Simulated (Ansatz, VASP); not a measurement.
Two plane-wave programs on ZnS

The input INCAR:

```
SYSTEM = ZnS
PREC     = Accurate       ! precision mode
ENCUT    = 520            ! plane-wave cutoff, eV
EDIFF    = 1E-6           ! SCF threshold, eV
ISMEAR   = 0              ! smearing method
SIGMA    = 0.05           ! smearing width, eV
LREAL    = .FALSE.        ! projectors in reciprocal space
LASPH    = .TRUE.         ! aspherical terms in the spheres
NELM     = 60             ! most SCF steps
ALGO     = Normal         ! electronic algorithm
ISIF     = 2              ! what is computed and relaxed
LWAVE    = .FALSE.        ! write WAVECAR
LCHARG   = .TRUE.         ! write CHGCAR
GGA      = PE             ! functional
LELF     = .TRUE.         ! ELF
LVHAR    = .TRUE.       
NBANDS   = 36             ! bands
```

File KPOINTS:

```
Automatic mesh
0
G
  8 8 3
  0 0 0
```

POSCAR

```
ZnS
1.0
    2.7046500000     -2.7046500000      0.0000000000
    2.7046500000      0.0000000000     -2.7046500000
    5.8598946900      5.1840026550      5.1840026550
Zn S
3 3
Direct
    0.6562513900      0.6562513900      0.1250333333
   -0.0659486100     -0.0659486100      0.7917000000
    0.2951513900      0.2951513900      0.4583666667
    0.5937763900      0.5937763900      0.8750333333
    0.9548763900      0.9548763900      0.5417000000
    0.3159763900      0.3159763900      0.2083666667
```

Input for Ansatz:

```yaml
crystal:
  lattice:
    - [2.70465, -2.70465, 0.0]
    - [2.70465, 0.0, -2.70465]
    - [5.85989469, 5.184002655, 5.184002655]
  atoms:
    - { symbol: Zn, position: [0.65625139, 0.65625139, 0.1250333333] }
    - { symbol: Zn, position: [-0.06594861, -0.06594861, 0.7917] }
    - { symbol: Zn, position: [0.29515139, 0.29515139, 0.4583666667] }
    - { symbol: S, position: [0.59377639, 0.59377639, 0.8750333333] }
    - { symbol: S, position: [0.95487639, 0.95487639, 0.5417] }
    - { symbol: S, position: [0.31597639, 0.31597639, 0.2083666667] }
basis:
  ecutwfc: 420
kpoints:
  mp_grid: { grid: [8, 8, 3] }
hamiltonian:
  xc: pbe
scf:
  occupations: { method: gaussian, width: 0.05 }
output:
  forces: true
  stress: true
  eigenvalues: true
```

Alike in both runs: task single point; functional PBE; k mesh 8 × 8 × 3; occupations gaussian, width 0.05 eV; no spin polarisation.

```csv
,VASP,Ansatz
version,VASP 6.6.1,Ansatz 0.2.0
potentials or method,"VASP PAW PBE potentials, release 64 (Zn, S), cutoff 520 eV","scalar-relativistic, plane waves, PAW"
valence electrons in the cell,54,54
```

```tsv
	VASP	Ansatz	Ansatz less VASP
gap on the k mesh at the Fermi level (eV)	1.89	1.89	-0.005
least direct gap on the mesh (eV)	1.89	1.89	-0.005
pressure (GPa)	1.3	1.1	-0.15
traceless stress, the component that is largest in VASP (GPa)	-1.47	-1.48	-0.008
rms of the force components (eV/Å)	0.124	0.124	-0.0001
```

Atom by atom the forces differ by 0.002 eV/Å (rms over components). The functional is the same, so the differences come from potentials, cutoffs and numerics.
